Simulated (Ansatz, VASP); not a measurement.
Two plane-wave programs on Bi

```
Bi
1.0
    -1.95682    1.95682    1.95682
     1.95682   -1.95682    1.95682
     1.95682    1.95682   -1.95682
Bi
1
Direct
  0.00000 0.00000 0.00000
```

Alike in both runs: functional PBEsol; k mesh 16 × 16 × 16; occupations gaussian, width 0.1 eV; no spin polarisation.

Ansatz relaxed the structure, and its values are those at the end. VASP's run is a single point on that final structure, the one shown.

```csv
,VASP,Ansatz
version,VASP 6.6.1,Ansatz 0.2.0
potentials or method,"VASP PAW PBE potentials, release 64 (Bi_d), cutoff 520 eV","scalar-relativistic, plane waves, PAW"
valence electrons in the cell,15,15
```

Ansatz gave:

```
gap on the k mesh at the Fermi level (eV) : none
pressure (GPa)                            : 0.0
```

Question: What did VASP give for the same quantities?

Answer: gap on the k mesh at the Fermi level (eV): none; pressure (GPa): -0.1.

VASP's potentials were made for PBE, not for PBEsol. A gap of «none» marks a metal or a gap that the smearing closes. The functional is the same, so the differences come from potentials, cutoffs and numerics.

Spin-orbit coupling is off throughout.
